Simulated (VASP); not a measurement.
Write the native input for VASP 6.6.1 that does the following.

| Quantity | Value |
| --- | --- |
| Task | single point |
| Functional | PBE |
| Potentials or basis | VASP PAW PBE potentials, release 64 (Li_sv, F) |
| Cutoff | 520 eV |
| k mesh | 9 × 9 × 6 |
| Occupations | gaussian, width 0.05 eV |
| Spin | no spin polarisation |
| Dipole correction | no |
| Further INCAR settings | ALGO = Normal; EDIFF = 1e-07; NBANDS = 18 |

The structure of LiF lies in POSCAR:

```
LiF
1.0
    3.1893646421      0.0000000000      0.0000000000
   -1.5946823210      2.7620708020      0.0000000000
    0.0000000000      0.0000000000      4.7087779576
Li F
2 2
Direct
    0.3333333333      0.6666666667      0.3810713234
    0.6666666667      0.3333333333      0.8810713234
    0.3333333333      0.6666666667      0.9939266766
    0.6666666667      0.3333333333      0.4939266766
```

This cell differs from its parent crystal: volume 10.370 Å^3 an atom, c/a of the conventional cell 1.4764.

One way to write it, as run:

INCAR

```
SYSTEM = LiF
ALGO = Normal ; EDIFF = 1E-7
ENCUT = 520 ; GGA = PE
ISIF = 2 ; ISMEAR = 0
LASPH = .True. ; LCHARG = .True.
LELF = .True. ; LREAL = .False.
LVHAR = .True. ; LWAVE = .False.
NBANDS = 18 ; NELM = 80
PREC = Accurate ; SIGMA = 0.05
```

KPOINTS

```
k-points
0
Gamma
  9 9 6
  0 0 0
```

Potentials or basis: VASP PAW PBE potentials, release 64 (Li_sv, F).

Command:

```bash
$ cat potpaw_PBE.64/Li_sv/POTCAR potpaw_PBE.64/F/POTCAR > POTCAR
$ mpirun -np 1 vasp_std > vasp.out
```

It gave:

* Largest force: 0.243 eV/Å
* Band gap on the k mesh: 7.53 eV, direct

It took 13 s on 1 thread of Intel(R) Xeon(R) 6975P-C (Granite Rapids), with other jobs on the host, peak memory 0.16 GiB.
